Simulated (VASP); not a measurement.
# KTaO3 (P4/mmm) in VASP: single point with PBEsol

Aim: the single point of KTaO3 with PBEsol.

Everything below comes from runs of VASP 6.6.1. Logs are shortened: lines on timing, memory, paths and dates and some standing lists are left out, and cuts for length are marked.

## (1) The cell of the first run

Symmetry: P4/mmm, No. 123, tetragonal system. The conventional cell has a = 3.810 Å, b = 3.810 Å, c = 4.129 Å, α = 90.00°, β = 90.00°, γ = 90.00°. K (site symmetry 4/mmm) has 12 O at 2.69 to 2.81 Å and 8 Ta at 3.39 Å within 3.6 Å. Ta (site symmetry 4/mmm) has 6 O at 1.90 to 2.06 Å within 2.5 Å. O (site symmetry mmm) has 2 Ta at 1.90 Å within 2.5 Å. Within 2.7 Å of O (site symmetry 4/mmm) lie 2 Ta at 2.06 Å and 4 K at 2.69 Å.

## (2) Single point, PBEsol (11.98 Å³/atom)

File INCAR:

```
SYSTEM = KTaO3
ALGO = Normal ; EDIFF = 1E-6
ENCUT = 700 ; GGA = PS
GGA_COMPAT = .FALSE. ; ISIF = 2
ISMEAR = 0 ; LASPH = .TRUE.
LCHARG = .FALSE. ; LREAL = .FALSE.
LWAVE = .FALSE. ; NBANDS = 28
NELM = 120 ; PREC = Accurate
SIGMA = 0.05
```

File KPOINTS:

```
k-points
0
G
  8 8 8
  0 0 0
```

File POSCAR:

```
KTaO3
1.0
    3.8097778847      0.0000000000      0.0000000000
    0.0000000000      3.8097778847      0.0000000000
    0.0000000000      0.0000000000      4.1286562936
K Ta O
1 1 3
Direct
    0.5000000000      0.5000000000      0.5000000000
    0.0000000000      0.0000000000      0.0000000000
    0.5000000000      0.0000000000      0.0000000000
    0.0000000000      0.5000000000      0.0000000000
    0.0000000000      0.0000000000      0.5000000000
```

Potentials or basis: VASP PAW PBE potentials, release 64 (K_sv, Ta_sv_GW, O).

Started as:

```sh
cat potpaw_PBE.64/K_sv/POTCAR potpaw_PBE.64/Ta_sv_GW/POTCAR potpaw_PBE.64/O/POTCAR > POTCAR
mpirun -np 1 vasp_std > vasp.out
```

OUTCAR:

```text
SYSTEM = KTaO3
   EDIFF = 1E-6
   ENCUT = 700
   GGA = PS
   ISIF = 2
   ISMEAR = 0
   LASPH = .TRUE.
   LREAL = .FALSE.
   NELM = 120
   PREC = Accurate

 ion  position               nearest neighbor table
   1  0.500  0.500  0.500-   5 2.69   5 2.69   5 2.69   5 2.69   4 2.81   3 2.81   4 2.81   3 2.81
                             4 2.81   3 2.81   4 2.81   3 2.81   2 3.39   2 3.39   2 3.39   2 3.39
   2  0.000  0.000  0.000-   3 1.90   4 1.90   4 1.90   3 1.90   5 2.06   5 2.06   1 3.39   1 3.39
                             1 3.39   1 3.39   1 3.39   1 3.39   1 3.39   1 3.39
   3  0.500  0.000  0.000-   2 1.90   2 1.90   1 2.81   1 2.81   1 2.81   1 2.81
   4  0.000  0.500  0.000-   2 1.90   2 1.90   1 2.81   1 2.81   1 2.81   1 2.81
   5  0.000  0.000  0.500-   2 2.06   2 2.06   1 2.69   1 2.69   1 2.69   1 2.69

  LATTYP: Found a simple tetragonal cell.
 ALAT       =     3.8097778847
 C/A-ratio  =     1.0837000000

  Lattice vectors:

 A1 = (   3.8097778847,   0.0000000000,   0.0000000000)
 A2 = (   0.0000000000,   3.8097778847,   0.0000000000)
 A3 = (   0.0000000000,   0.0000000000,   4.1286562936)

Analysis of symmetry for initial positions (statically):
=====================================================================
 Subroutine PRICEL returns:
 Original cell was already a primitive cell.

 Routine SETGRP: Setting up the symmetry group for a
 simple tetragonal supercell.

 Subroutine GETGRP returns: Found 16 space group operations
 (whereof 16 operations were pure point group operations)
 out of a pool of 16 trial point group operations.

The static configuration has the point symmetry D_4h.

Analysis of symmetry for dynamics (positions and initial velocities):
=====================================================================
 Subroutine PRICEL returns:
 Original cell was already a primitive cell.

 Routine SETGRP: Setting up the symmetry group for a
 simple tetragonal supercell.

 Subroutine GETGRP returns: Found 16 space group operations
 (whereof 16 operations were pure point group operations)
 out of a pool of 16 trial point group operations.

The dynamic configuration has the point symmetry D_4h.

 Subroutine INISYM returns: Found 16 space group operations
 (whereof 16 operations are pure point group operations),
 and found     1 'primitive' translations

----------------------------------------------------------------------------------------

                                     Primitive cell

  volume of cell :      59.9250

  direct lattice vectors                    reciprocal lattice vectors
     3.809777885  0.000000000  0.000000000     0.262482494  0.000000000  0.000000000
     0.000000000  3.809777885  0.000000000     0.000000000  0.262482494  0.000000000
     0.000000000  0.000000000  4.128656294     0.000000000  0.000000000  0.242209554

  length of vectors
     3.809777885  3.809777885  4.128656294     0.262482494  0.262482494  0.242209554

  position of ions in fractional coordinates (direct lattice)
     0.500000000  0.500000000  0.500000000
     0.000000000  0.000000000  0.000000000
     0.500000000  0.000000000  0.000000000
     0.000000000  0.500000000  0.000000000
     0.000000000  0.000000000  0.500000000

  ion indices of the primitive-cell ions
   primitive index   ion index
                 1           1
                 2           2
                 3           3
                 4           4
                 5           5

----------------------------------------------------------------------------------------

 KPOINTS: k-points

Automatic generation of k-mesh.
 Grid dimensions read from file:
 generate k-points for:    8    8    8

 Generating k-lattice:

  Cartesian coordinates                     Fractional coordinates (reciprocal lattice)
     0.032810312  0.000000000  0.000000000     0.125000000  0.000000000  0.000000000
     0.000000000  0.032810312  0.000000000     0.000000000  0.125000000  0.000000000
     0.000000000  0.000000000  0.030276194     0.000000000  0.000000000  0.125000000

  Length of vectors
     0.032810312  0.032810312  0.030276194

  Shift w.r.t. Gamma in fractional coordinates (k-lattice)
     0.000000000  0.000000000  0.000000000

 Subroutine IBZKPT returns following result:
 ===========================================

 Found     75 irreducible k-points:

 Following reciprocal coordinates:
            Coordinates               Weight
  0.000000  0.000000  0.000000      1.000000
  0.125000  0.000000  0.000000      4.000000
  0.250000  0.000000  0.000000      4.000000
  0.375000  0.000000  0.000000      4.000000
  0.500000  0.000000  0.000000      2.000000
  0.125000  0.125000  0.000000      4.000000
[... 16 lines left out ...]
  0.375000  0.125000  0.125000     16.000000
  0.500000  0.125000  0.125000      8.000000
 [... further k-points ...]
   k-points           NKPTS =     75   k-points in BZ     NKDIM =     75   number of bands    NBANDS=     28
   number of dos      NEDOS =    301   number of ions     NIONS =      5
   total plane-waves  NPLWV =  46656
   dimension x,y,z NGX =    36 NGY =   36 NGZ =   36
   dimension x,y,z NGXF=    72 NGYF=   72 NGZF=   72
   ions per type =               1   1   3
   NGX,Y,Z   is equivalent  to a cutoff of  15.71, 15.71, 14.50 a.u.
   NGXF,Y,Z  is equivalent  to a cutoff of  31.42, 31.42, 28.99 a.u.
 SYSTEM =  KTaO3
   PREC   = accura    normal or accurate (medium, high low for compatibility)
   ISTART =      0    job   : 0-new  1-cont  2-samecut
   ICHARG =      2    charge: 1-file 2-atom 10-const
   ISPIN  =      1    spin polarized calculation?
   LNONCOLLINEAR =      F non collinear calculations
   LSORBIT =      F    spin-orbit coupling
   LASPH  =      T    aspherical Exc in radial PAW
   ENCUT  =  700.0 eV  51.45 Ry    7.17 a.u.   8.22  8.22  8.91*2*pi/ulx,y,z
   NELM   =    120;   NELMIN=  2; NELMDL= -5     # of ELM steps
   EDIFF  = 0.1E-05   stopping-criterion for ELM
   LREAL  =      F    real-space projection
   EDIFFG = 0.1E-04   stopping-criterion for IOM
   NSW    =      0    number of steps for IOM
   IBRION =     -1    ionic relax: 0-MD 1-quasi-New 2-CG
   NFREE  =      0    steps in history (QN), initial steepest desc. (CG)
   ISIF   =      2    stress and relaxation
   ISYM   =      2    0-nonsym 1-usesym 2-fastsym
   POTIM  = 0.5000    time-step for ionic-motion
   TEBEG  =    0.0;   TEEND  =   0.0 temperature during run
   PSTRESS=    0.0 pullay stress
   NELECT =      40.0000    total number of electrons
   NUPDOWN=      -1.0000    fix difference up-down
   EMIN   =  10.00;   EMAX   =-10.00  energy-range for DOS
   EFERMI =   0.00;   METHOD = LEGACY
   ISMEAR =     0;   SIGMA  =   0.05  broadening in eV -4-tet -1-fermi 0-gaus
   EFERMI_NEDOS =   21; number of points for ismear=-14 and -15
   IALGO  =     38    algorithm
   IMIX   =      4    mixing-type and parameters
     AMIX     =   0.40;   BMIX     =  1.00
     AMIX_MAG =   1.60;   BMIX_MAG =  1.00
  volume/ion in A,a.u.               =      11.98        80.88
  Fermi-wavevector in a.u.,A,eV,Ry     =   1.430734  2.703695 27.851112  2.046999
  Thomas-Fermi vector in A             =   2.550547
   LORBIT       =      0    0 simple, 1 ext, 2 COOP (PROOUT), +10 PAW based schemes
   GGA     = PS    functional components
   LHFCALC =     F    Hartree Fock is set to
   AEXX    =    0.0000 exact exchange contribution
   IVDW    =     0    specifies the selected vdW correction
   LEPSILON=     F    determine dielectric tensor
   LRPA    =     F    only Hartree local field effects (RPA)
 non-spin polarized calculation
 Gauss-broadening in eV      SIGMA  =   0.05
  energy-cutoff  :      700.00
  volume of cell :       59.92
 maximum number of plane-waves:      2546
 NGX is ok and might be reduce to    36
   NGX = 17   NGY = 17   NGZ = 17

 number of electron      39.9999994 magnetization

 Free energy of the ion-electron system (eV)
  ---------------------------------------------------
  ext. energy  EPLUGINS =         0.00000000
  ---------------------------------------------------
  free energy    TOTEN  =       -45.02286849 eV

  energy without entropy =      -45.02286849  energy(sigma->0) =      -45.02286849

 E-fermi :   3.9421     XC(G=0): -11.5672

 val. band max:        3.6103026746   @ k =   0.5000   0.5000   0.5000
 cond. band min:       5.7459663158   @ k =   0.0000   0.0000   0.0000
 fundamental gap:      2.1356636412
 Fermi energy:         3.9420559941

 k-point     1 :       0.0000    0.0000    0.0000
  band No.  band energies     occupation
      1     -63.6089      2.00000
      2     -30.2478      2.00000
      3     -30.2478      2.00000
      4     -30.0831      2.00000
      5     -23.4924      2.00000
      6     -14.4011      2.00000
[... 20 lines left out ...]
     27      11.7683      0.00000
     28      11.8118      0.00000

 k-point     2 :       0.1250    0.0000    0.0000
  band No.  band energies     occupation
      1     -63.6087      2.00000
      2     -30.2732      2.00000
      3     -30.2468      2.00000
      4     -30.0820      2.00000
      5     -23.4853      2.00000
      6     -14.3104      2.00000
[... 20 lines left out ...]
     27      12.0072      0.00000
     28      12.4509      0.00000

 k-point     3 :       0.2500    0.0000    0.0000
  band No.  band energies     occupation
      1     -63.6082      2.00000
      2     -30.3336      2.00000
      3     -30.2443      2.00000
      4     -30.0794      2.00000
      5     -23.4681      2.00000
      6     -14.2174      2.00000
[... 20 lines left out ...]
     27      12.6050      0.00000
     28      13.7366      0.00000

 k-point     4 :       0.3750    0.0000    0.0000
  band No.  band energies     occupation
      1     -63.6077      2.00000
      2     -30.3929      2.00000
      3     -30.2418      2.00000
      4     -30.0768      2.00000
      5     -23.4510      2.00000
      6     -14.2034      2.00000
[... 20 lines left out ...]
     27      13.1715      0.00000
     28      14.0646      0.00000

 k-point     5 :       0.5000    0.0000    0.0000
  band No.  band energies     occupation
      1     -63.6075      2.00000
      2     -30.4171      2.00000
      3     -30.2407      2.00000
      4     -30.0757      2.00000
      5     -23.4439      2.00000
      6     -14.2059      2.00000
[... 20 lines left out ...]
     27      13.3468      0.00000
     28      13.9259      0.00000

 k-point     6 :       0.1250    0.1250    0.0000
  band No.  band energies     occupation
      1     -63.6085      2.00000
      2     -30.2725      2.00000
      3     -30.2717      2.00000
      4     -30.0810      2.00000
      5     -23.4787      2.00000
      6     -14.1780      2.00000
[... 463 lines left out ...]
      5     -23.4750      2.00000
      6     -14.1795      2.00000
[... 20 lines left out ...]
     27      12.4531      0.00000
     28      12.9386      0.00000

 k-point    22 :       0.2500    0.1250    0.1250
  band No.  band energies     occupation
      1     -63.6079      2.00000
      2     -30.3320      2.00000
      3     -30.2691      2.00000
      4     -30.0874      2.00000
      5     -23.4601      2.00000
      6     -14.0116      2.00000
[... 20 lines left out ...]
     27      12.9978      0.00000
     28      14.1687      0.00000

 k-point    23 :       0.3750    0.1250    0.1250
  band No.  band energies     occupation
      1     -63.6075      2.00000
      2     -30.3911      2.00000
      3     -30.2665      2.00000
      4     -30.0847      2.00000
      5     -23.4451      2.00000
      6     -13.9751      2.00000
[... 20 lines left out ...]
     27      13.5686      0.00000
     28      14.3382      0.00000

 k-point    24 :       0.5000    0.1250    0.1250
  band No.  band energies     occupation
      1     -63.6073      2.00000
      2     -30.4152      2.00000
      3     -30.2655      2.00000
      4     -30.0836      2.00000
      5     -23.4389      2.00000
      6     -13.9725      2.00000
[... 20 lines left out ...]
     27      13.6375      0.00000
     28      14.3005      0.00000

 [... further k-points ...]

------------------------ aborting loop because EDIFF is reached ----------------------------------------

  FORCE on cell =-STRESS in cart. coord.  units (eV):
  Direction    XX          YY          ZZ          XY          YZ          ZX
  --------------------------------------------------------------------------------------
  -------------------------------------------------------------------------------------
  Total       10.2535453     10.2535453     -2.7889084      0.0000000      0.0000000      0.0000000
  in kB      274.1426422    274.1426422    -74.5653026      0.0000000      0.0000000      0.0000000
  external PRESSURE =     157.9066606 kB  Pullay stress =       0.0000000 kB

 VOLUME and BASIS-vectors are now :
 -----------------------------------------------------------------------------
  energy-cutoff  :      700.00
  volume of cell :       59.92
      direct lattice vectors                 reciprocal lattice vectors
     3.809777885  0.000000000  0.000000000     0.262482494  0.000000000  0.000000000
     0.000000000  3.809777885  0.000000000     0.000000000  0.262482494  0.000000000
     0.000000000  0.000000000  4.128656294     0.000000000  0.000000000  0.242209554

 POSITION                                       TOTAL-FORCE (eV/Angst)
 -----------------------------------------------------------------------------------
      1.90489      1.90489      2.06433         0.000000      0.000000      0.000000
      0.00000      0.00000      0.00000         0.000000      0.000000      0.000000
      1.90489      0.00000      0.00000         0.000000      0.000000      0.000000
      0.00000      1.90489      0.00000         0.000000      0.000000      0.000000
      0.00000      0.00000      2.06433         0.000000      0.000000      0.000000
 -----------------------------------------------------------------------------------
    total drift:                                0.000000      0.000000     -0.000000

  FREE ENERGIE OF THE ION-ELECTRON SYSTEM (eV)
  ---------------------------------------------------
  free  energy   TOTEN  =       -45.0228684851 eV

  energy  without entropy=      -45.0228684851  energy(sigma->0) =      -45.02286849
```

Wall time 3 min (1 thread of Intel Xeon Platinum 8375C at 2.90GHz (Ice Lake), shared host); peak memory 0.35 GiB.

What came out:

```yaml
Free_energy: -45.0229 eV
Pressure: 15.8 GPa
Band_gap_on_the_k_mesh: 2.14 eV (least direct gap 2.63 eV)
```

Levels at points of the mesh, in eV from the valence-band top:
```tsv
k point	band 16	band 17	band 18	band 19	band 20	band 21	band 22	band 23	band 24	band 25
(0.00, 0.00, 0.00)	-1.08	-1.08	-0.69	-0.49	-0.49	2.14	2.14	2.24	5.98	7.49
(0.50, 0.00, 0.00)	-2.41	-2.02	-1.56	-0.91	-0.73	2.37	5.72	5.72	6.60	9.27
(0.50, 0.50, 0.00)	-3.64	-1.56	-1.01	-1.01	-0.16	5.77	5.77	7.02	7.34	10.63
(0.00, 0.00, 0.50)	-1.95	-1.95	-1.90	-0.93	-0.93	2.37	4.65	4.65	8.21	8.98
(0.50, 0.00, 0.50)	-2.38	-1.91	-1.85	-1.51	-0.13	4.71	5.74	6.62	9.06	9.86
(0.50, 0.50, 0.50)	-4.00	-4.00	-0.14	0.00	0.00	6.82	6.82	7.49	8.64	8.64
```

Caveat: the stress differs along the axes, from -7 to 27 GPa; the PAW data sets were made with another functional, which shifts forces and pressure a little; spin-orbit coupling is left out, which moves the levels of the heavy elements. A k mesh can miss the band edges.
